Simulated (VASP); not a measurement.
Here is a VASP 6.6.1 calculation.

Contents of INCAR:

```
SYSTEM = BN
ALGO = Normal ; EDIFF = 1E-8
ENCUT = 600 ; GGA = PE
GGA_COMPAT = .False. ; IBRION = 8
ISIF = 2 ; ISMEAR = 0
LASPH = .True. ; LCHARG = .False.
LREAL = .False. ; LWAVE = .False.
NELM = 120 ; NSW = 1
PREC = Accurate ; SIGMA = 0.01
```

KPOINTS

```
k-points
0
Gamma
  10 10 10
  0 0 0
```

POSCAR

```
BN
1.0
    0.0000000000      1.7831699782      1.7831699782
    1.7831699782      0.0000000000      1.7831699782
    1.7831699782      1.7831699782      0.0000000000
B N
1 1
Direct
    0.0000000000      0.0000000000      0.0000000000
    0.2500000000      0.2500000000      0.2500000000
```

Potentials or basis: VASP PAW PBE potentials, release 64 (B, N).

Launch:

```console
$ cat potpaw_PBE.64/B/POTCAR potpaw_PBE.64/N/POTCAR > POTCAR
$ mpirun -np 1 vasp_std > vasp.out
```

Question: Estimate the highest phonon frequency at Γ, LO-TO splitting left out.

Answer: 1092 cm⁻¹.

Phonon frequencies in cm⁻¹ (negative: imaginary):
| q point | frequencies |
| --- | --- |
| (0.000, 0.000, 0.000) | 0 0 0 1092 1092 1092 |

Caveat: the cell wasn't relaxed at this level first, which shifts response properties.
